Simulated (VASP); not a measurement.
Input of a VASP 6.6.1 run:

Contents of INCAR:

```
SYSTEM = BaTiO3
PREC = Accurate
ENCUT = 520
EDIFF = 1E-6
ISMEAR = 0
SIGMA = 0.05
LREAL = .FALSE.
LASPH = .TRUE.
NELM = 150
ALGO = Normal
ISIF = 2
LWAVE = .FALSE.
LCHARG = .TRUE.
LMAXMIX = 4
LDAU = .TRUE.
LDAUTYPE = 2
LDAUL = -1 2 -1
LDAUU = 0 4 0
LDAUJ = 0 0 0
LDAUPRINT = 1
GGA = PE
LELF = .TRUE.
LVHAR = .TRUE.
NBANDS = 28
```

File KPOINTS:

```
regular mesh
0
G
  6 6 6
  0 0 0
```

Contents of POSCAR:

```
BaTiO3
1.0
    2.8603720851      1.6514365933      2.3460535783
   -2.8603720851      1.6514365933      2.3460535783
    0.0000000000     -3.3028731867      2.3460535783
Ba Ti O
1 1 3
Direct
    0.0026800181      0.0026800181      0.0026800181
    0.4398978089      0.4398978089      0.5307278175
    0.4903227049      0.4903227049      0.9825753212
    0.4903227049      0.9825753212      0.4903227049
    0.9825753212      0.4903227049      0.4903227049
```

Potentials or basis: VASP PAW PBE potentials, release 64 (Ba_sv, Ti_sv, O).

Command:

```bash
$ cat potpaw_PBE.64/Ba_sv/POTCAR potpaw_PBE.64/Ti_sv/POTCAR potpaw_PBE.64/O/POTCAR > POTCAR
$ mpirun -np 1 vasp_std > vasp.out
```

Q: Predict the band gap on the k mesh.

A: 3.14 eV (least direct gap 3.68 eV).

Q: What does it give for the pressure?

A: 6.3 GPa.

Q: Estimate the largest force.

A: 2.789 eV/Å.

Eigenvalues of the final occupation matrices:
| site | spin | trace | eigenvalues |
| --- | --- | --- | --- |
| site 2 d | 1 | 0.85 | 0.12 0.12 0.12 0.24 0.25 |
| site 2 d | 2 | 0.85 | 0.12 0.12 0.12 0.24 0.25 |

Caveat: the cell differs from its parent crystal (atom 2 (Ti) moved by (-0.300, -0.300) A along y and z); the cell stands under pressure; spin-orbit coupling is left out, which moves the levels of the heavy elements; forces of over 1 eV/Å act on the atoms, so gaps and moduli don't describe the material at rest. A k mesh can miss the band edges.
